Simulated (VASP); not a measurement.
# InSb (I-4m2) in VASP: notebook

The runs below take InSb through single point, with PBE.

Everything below comes from runs of VASP 6.6.1. Logs are shortened: lines on timing, memory, paths and dates and some standing lists are left out, and cuts for length are marked.

## (1) The cell of the first run

Symmetry: I-4m2, No. 119, tetragonal system. Conventional cell: a = 4.581 Å, b = 4.581 Å, c = 6.413 Å, α = 90.00°, β = 90.00°, γ = 90.00°. In (site symmetry -4m2) has 4 Sb at 2.80 Å within 3.7 Å. Within 3.7 Å of Sb (site symmetry -4m2) lie 4 In at 2.80 Å.

## (2) Single point, PBE (strain -0.0100 x Voigt [0, 0, 1, 0, 0, 0])

INCAR reads:

```
  PREC = Accurate
  ENCUT = 520
  EDIFF = 1E-7
  ISMEAR = 0
  SIGMA = 0.15
  LREAL = F
  LASPH = T
  NELM = 100
  ALGO = Normal
  ISIF = 2
  LWAVE = F
  LCHARG = F
  GGA = PE
  NBANDS = 16
```

KPOINTS reads:

```
Automatic mesh
0
Gamma
  12 12 12
```

POSCAR reads:

```
InSb
1.0
    0.0000000000      3.2391000000      3.2067090000
    3.2391000000      0.0000000000      3.2067090000
    3.2391000000      3.2391000000      0.0000000000
In Sb
1 1
Direct
    0.0000000000      0.0000000000      0.0000000000
    0.7500000000      0.7500000000      0.7500000000
```

Potentials or basis: VASP PAW PBE potentials, release 64 (In_d, Sb).

Started as:

```
$ cat potpaw_PBE.64/In_d/POTCAR potpaw_PBE.64/Sb/POTCAR > POTCAR
$ mpirun -np 1 vasp_std > vasp.out
```

OUTCAR:

```text
PREC = Accurate
   ENCUT = 520
   EDIFF = 1E-7
   ISMEAR = 0
   LREAL = F
   LASPH = T
   NELM = 100
   ISIF = 2
   GGA = PE

 ion  position               nearest neighbor table
   1  0.000  0.000  0.000-   2 2.80   2 2.80   2 2.80   2 2.80
   2  0.750  0.750  0.750-   1 2.80   1 2.80   1 2.80   1 2.80

  LATTYP: Found a body centered tetragonal cell.
 ALAT       =     4.5807791499
 C/A-ratio  =     1.4000714267

  Lattice vectors:

 A1 = (   0.0000000000,  -3.2391000000,  -3.2067090000)
 A2 = (   0.0000000000,   3.2391000000,  -3.2067090000)
 A3 = (   3.2391000000,   0.0000000000,   3.2067090000)

Analysis of symmetry for initial positions (statically):
=====================================================================
 Subroutine PRICEL returns:
 Original cell was already a primitive cell.

 Routine SETGRP: Setting up the symmetry group for a
 body centered tetragonal supercell.

 Subroutine GETGRP returns: Found  8 space group operations
 (whereof  8 operations were pure point group operations)
 out of a pool of 16 trial point group operations.

The static configuration has the point symmetry D_2d.

Analysis of symmetry for dynamics (positions and initial velocities):
=====================================================================
 Subroutine PRICEL returns:
 Original cell was already a primitive cell.

 Routine SETGRP: Setting up the symmetry group for a
 body centered tetragonal supercell.

 Subroutine GETGRP returns: Found  8 space group operations
 (whereof  8 operations were pure point group operations)
 out of a pool of 16 trial point group operations.

The dynamic configuration has the point symmetry D_2d.

 Subroutine INISYM returns: Found  8 space group operations
 (whereof  8 operations are pure point group operations),
 and found     1 'primitive' translations

----------------------------------------------------------------------------------------

                                     Primitive cell

  volume of cell :      67.2881

  direct lattice vectors                    reciprocal lattice vectors
     0.000000000  3.239100000  3.206709000    -0.154363867  0.154363867  0.155923097
     3.239100000  0.000000000  3.206709000     0.154363867 -0.154363867  0.155923097
     3.239100000  3.239100000  0.000000000     0.154363867  0.154363867 -0.155923097

  length of vectors
[... 81 lines left out ...]
   NELM   =    100;   NELMIN=  2; NELMDL= -5     # of ELM steps
   EDIFF  = 0.1E-06   stopping-criterion for ELM
   LREAL  =      F    real-space projection
   EDIFFG = 0.1E-05   stopping-criterion for IOM
   NSW    =      0    number of steps for IOM
   IBRION =     -1    ionic relax: 0-MD 1-quasi-New 2-CG
   NFREE  =      0    steps in history (QN), initial steepest desc. (CG)
   ISIF   =      2    stress and relaxation
   ISYM   =      2    0-nonsym 1-usesym 2-fastsym
   POTIM  = 0.5000    time-step for ionic-motion
   TEBEG  =    0.0;   TEEND  =   0.0 temperature during run
   PSTRESS=    0.0 pullay stress
   NELECT =      18.0000    total number of electrons
   NUPDOWN=      -1.0000    fix difference up-down
   EMIN   =  10.00;   EMAX   =-10.00  energy-range for DOS
   EFERMI =   0.00;   METHOD = LEGACY
   ISMEAR =     0;   SIGMA  =   0.15  broadening in eV -4-tet -1-fermi 0-gaus
   EFERMI_NEDOS =   21; number of points for ismear=-14 and -15
   IALGO  =     38    algorithm
   IMIX   =      4    mixing-type and parameters
     AMIX     =   0.40;   BMIX     =  1.00
     AMIX_MAG =   1.60;   BMIX_MAG =  1.00
  volume/ion in A,a.u.               =      33.64       227.04
  Fermi-wavevector in a.u.,A,eV,Ry     =   1.054839  1.993357 15.139008  1.112686
  Thomas-Fermi vector in A             =   2.190015
   LORBIT       =      0    0 simple, 1 ext, 2 COOP (PROOUT), +10 PAW based schemes
   GGA     = PE    functional components
   LHFCALC =     F    Hartree Fock is set to
   AEXX    =    0.0000 exact exchange contribution
   IVDW    =     0    specifies the selected vdW correction
   LEPSILON=     F    determine dielectric tensor
   LRPA    =     F    only Hartree local field effects (RPA)
 non-spin polarized calculation
 Gauss-broadening in eV      SIGMA  =   0.15
  energy-cutoff  :      520.00
  volume of cell :       67.29
 maximum number of plane-waves:      1845
 NGX is ok and might be reduce to    36
   NGX = 17   NGY = 17   NGZ = 17

 number of electron      17.9999995 magnetization

 Free energy of the ion-electron system (eV)
  ---------------------------------------------------
  ext. energy  EPLUGINS =         0.00000000
  ---------------------------------------------------
  free energy    TOTEN  =        -6.89214363 eV

  energy without entropy =       -6.89189479  energy(sigma->0) =       -6.89201921

 E-fermi :   5.3314     XC(G=0):  -8.7309

 val. band max:        5.2495671996   @ k =   0.0000   0.0000   0.0000
 cond. band min:       5.7715350372   @ k =   0.5000   0.0000   0.0000
 fundamental gap:      0.5219678376
 Fermi energy:         5.3314408124

 k-point     1 :       0.0000    0.0000    0.0000
  band No.  band energies     occupation
      1      -9.4129      2.00000
      2      -9.4129      2.00000
      3      -9.4108      2.00000
      4      -9.3247      2.00000
      5      -9.3233      2.00000
      6      -5.5683      2.00000
[... 433 lines left out ...]
      3      -9.3870      2.00000
      4      -9.3268      2.00000
      5      -9.3218      2.00000
      6      -4.0172      2.00000
[... 8 lines left out ...]
     15      13.4933      0.00000
     16      13.8404      0.00000

 [... further k-points ...]

------------------------ aborting loop because EDIFF is reached ----------------------------------------

  FORCE on cell =-STRESS in cart. coord.  units (eV):
  Direction    XX          YY          ZZ          XY          YZ          ZX
  --------------------------------------------------------------------------------------
  -------------------------------------------------------------------------------------
  Total        1.4957922      1.4957922      1.6005778      0.0000000      0.0000000      0.0000000
  in kB       35.6158732     35.6158732     38.1108930      0.0000000      0.0000000      0.0000000
  external PRESSURE =      36.4475464 kB  Pullay stress =       0.0000000 kB

 VOLUME and BASIS-vectors are now :
 -----------------------------------------------------------------------------
  energy-cutoff  :      520.00
  volume of cell :       67.29
      direct lattice vectors                 reciprocal lattice vectors
     0.000000000  3.239100000  3.206709000    -0.154363867  0.154363867  0.155923097
     3.239100000  0.000000000  3.206709000     0.154363867 -0.154363867  0.155923097
     3.239100000  3.239100000  0.000000000     0.154363867  0.154363867 -0.155923097

 POSITION                                       TOTAL-FORCE (eV/Angst)
 -----------------------------------------------------------------------------------
      0.00000      0.00000      0.00000        -0.000000     -0.000000     -0.000000
      4.85865      4.85865      4.81006         0.000000      0.000000      0.000000
 -----------------------------------------------------------------------------------
    total drift:                                0.000000      0.000000     -0.000000

  FREE ENERGIE OF THE ION-ELECTRON SYSTEM (eV)
  ---------------------------------------------------
  free  energy   TOTEN  =        -6.8921436282 eV

  energy  without entropy=       -6.8918947905  energy(sigma->0) =       -6.89201921
```

Run time: 68 s. Hardware: 1 thread of Intel Xeon 6975P-C (Granite Rapids), shared host; peak memory 0.33 GiB.

Results:

```yaml
Free_energy: -6.8921 eV
Pressure: 3.6 GPa
Band_gap_on_the_k_mesh: 0.05 eV
```

Caveat: the cell differs from its parent crystal (strain -0.0100 x Voigt [0, 0, 1, 0, 0, 0]); the cell stands under pressure; the smearing spreads over this small gap; semilocal functionals underestimate gaps, and a narrow one can read as zero; spin-orbit coupling is left out, which moves the levels of the heavy elements.

## (3) Single point, PBE (strain +0.0100 x Voigt [0, 0, 1, 0, 0, 0])

Changes to INCAR since step 2:

```diff
@@ -2,3 +2,3 @@
   ENCUT = 520
-  EDIFF = 1E-7
+  EDIFF = 1E-6
   ISMEAR = 0
```

KPOINTS reads:

```
regular mesh
0
Gamma
  12 12 12
```

POSCAR reads:

```
InSb
1.0
    0.0000000000      3.2391000000      3.2714910000
    3.2391000000      0.0000000000      3.2714910000
    3.2391000000      3.2391000000      0.0000000000
In Sb
1 1
Direct
    0.0000000000      0.0000000000      0.0000000000
    0.7500000000      0.7500000000      0.7500000000
```

Potentials or basis: VASP PAW PBE potentials, release 64 (In_d, Sb).

Started as:

```
$ cat potpaw_PBE.64/In_d/POTCAR potpaw_PBE.64/Sb/POTCAR > POTCAR
$ mpirun -np 1 vasp_std > vasp.out
```

It took 60 s on 1 thread of Intel Xeon 6975P-C (Granite Rapids), shared host; peak memory 0.33 GiB.

The run converged. Its results:

```
Free energy            : -6.9188 eV
Pressure               : 2.6 GPa
Band gap on the k mesh : zero (filled and empty bands touch)
```

Stress tensor (GPa, compression positive):
```
2.70 0.00 0.00
0.00 2.70 0.00
0.00 0.00 2.44
```

Levels at points of the mesh, in eV from the Fermi level:
```tsv
k point	band 6	band 7	band 8	band 9	band 10	band 11	band 12	band 13
(0.00, 0.00, 0.00)	-10.77	-0.36	-0.15	-0.10	-0.10	2.84	2.84	2.86
(0.50, 0.00, 0.00)	-9.43	-5.69	-1.14	-1.08	0.40	3.67	3.72	5.99
(0.50, 0.50, 0.00)	-8.85	-6.02	-2.31	-2.31	1.27	1.28	7.97	7.97
(0.50, 0.00, 0.50)	-8.82	-5.98	-2.37	-2.36	1.19	1.23	7.96	8.00
```

Caveat: the cell differs from its parent crystal (strain +0.0100 x Voigt [0, 0, 1, 0, 0, 0]); semilocal functionals underestimate gaps, and a narrow one can read as zero; spin-orbit coupling is left out, which moves the levels of the heavy elements.

## (4) Single point, PBE (strain +0.0200 x Voigt [0, 0, 1, 0, 0, 0])

INCAR reads:

```
  PREC = Accurate
  ENCUT = 520
  EDIFF = 1E-6
  ISMEAR = 0
  SIGMA = 0.15
  LREAL = False
  LASPH = True
  NELM = 80
  ALGO = Normal
  ISIF = 2
  LWAVE = False
  LCHARG = True
  GGA = PE
  LELF = True
  LVHAR = True
  NBANDS = 16
```

KPOINTS reads:

```
Automatic mesh
0
Gamma
  12 12 12
```

POSCAR reads:

```
InSb
1.0
    0.0000000000      3.2391000000      3.3038820000
    3.2391000000      0.0000000000      3.3038820000
    3.2391000000      3.2391000000      0.0000000000
In Sb
1 1
Direct
    0.0000000000      0.0000000000      0.0000000000
    0.7500000000      0.7500000000      0.7500000000
```

Started as:

```
$ cat potpaw_PBE.64/In_d/POTCAR potpaw_PBE.64/Sb/POTCAR > POTCAR
$ mpirun -np 1 vasp_std > vasp.out
```

It took 63 s on 1 thread of Intel Xeon 6975P-C (Granite Rapids), shared host; peak memory 0.34 GiB.

Results (log left out):

```
Free energy            : -6.9279 eV
Pressure               : 2.1 GPa
Band gap on the k mesh : zero (filled and empty bands touch)
```

Stress tensor (GPa, compression positive):
```
2.31 0.00 0.00
0.00 2.31 0.00
0.00 0.00 1.78
```

Levels at points of the mesh, in eV from the Fermi level:
```tsv
k point	band 7	band 8	band 9	band 10	band 11	band 12
(0.00, 0.00, 0.00)	-0.43	-0.19	-0.09	-0.09	2.82	2.82
(0.50, 0.00, 0.00)	-5.65	-1.17	-1.04	0.37	3.64	3.73
(0.50, 0.50, 0.00)	-6.01	-2.26	-2.26	1.31	1.32	7.90
(0.50, 0.00, 0.50)	-5.93	-2.36	-2.35	1.17	1.22	7.86
```

Caveat: the cell differs from its parent crystal (strain +0.0200 x Voigt [0, 0, 1, 0, 0, 0]); semilocal functionals underestimate gaps, and a narrow one can read as zero; spin-orbit coupling is left out, which moves the levels of the heavy elements.

## (5) Single point, PBE (strain +0.0300 x Voigt [0, 0, 1, 0, 0, 0])

INCAR reads:

```
SYSTEM = InSb
ALGO     = Normal         ! electronic algorithm
EDIFF    = 1E-6           ! SCF threshold, eV
ENCUT    = 520            ! plane-wave cutoff, eV
GGA      = PE             ! functional
ISIF     = 2              ! what is computed and relaxed
ISMEAR   = 0              ! smearing method
LASPH    = .TRUE.         ! aspherical terms in the spheres
LCHARG   = .FALSE.        ! write CHGCAR
LREAL    = .FALSE.        ! projectors in reciprocal space
LWAVE    = .FALSE.        ! write WAVECAR
NBANDS   = 16             ! bands
NELM     = 60             ! most SCF steps
PREC     = Accurate       ! precision mode
SIGMA    = 0.15           ! smearing width, eV
```

KPOINTS reads:

```
k-points
0
G
  12 12 12
  0 0 0
```

POSCAR reads:

```
InSb
1.0
    0.0000000000      3.2391000000      3.3362730000
    3.2391000000      0.0000000000      3.3362730000
    3.2391000000      3.2391000000      0.0000000000
In Sb
1 1
Direct
    0.0000000000      0.0000000000      0.0000000000
    0.7500000000      0.7500000000      0.7500000000
```

Started as:

```
$ cat potpaw_PBE.64/In_d/POTCAR potpaw_PBE.64/Sb/POTCAR > POTCAR
$ mpirun -np 1 vasp_std > vasp.out
```

Wall time 64 s (1 thread of Intel Xeon 6975P-C (Granite Rapids), shared host); peak memory 0.34 GiB.

The run converged. Its results:

```yaml
Free_energy: -6.9342 eV
Pressure: 1.7 GPa
Band_gap_on_the_k_mesh: zero (filled and empty bands touch)
```

Stress tensor (GPa, compression positive):
```
1.95 0.00 0.00
0.00 1.95 0.00
0.00 0.00 1.14
```

Levels at points of the mesh, in eV from the Fermi level:
```
           k point  band 7  band 8  band 9  band 10  band 11  band 12
(0.00, 0.00, 0.00)   -0.50   -0.24   -0.09    -0.09     2.81     2.81
(0.50, 0.00, 0.00)   -5.62   -1.20   -1.01     0.34     3.61     3.74
(0.50, 0.50, 0.00)   -6.01   -2.20   -2.20     1.35     1.36     7.82
(0.50, 0.00, 0.50)   -5.89   -2.36   -2.34     1.14     1.21     7.76
```

Caveat: the cell differs from its parent crystal (strain +0.0300 x Voigt [0, 0, 1, 0, 0, 0]); semilocal functionals underestimate gaps, and a narrow one can read as zero; spin-orbit coupling is left out, which moves the levels of the heavy elements.

(Part 1 of 2 ends here.)

The gap in the log of VASP goes by the Fermi energy; the results here count the filled bands.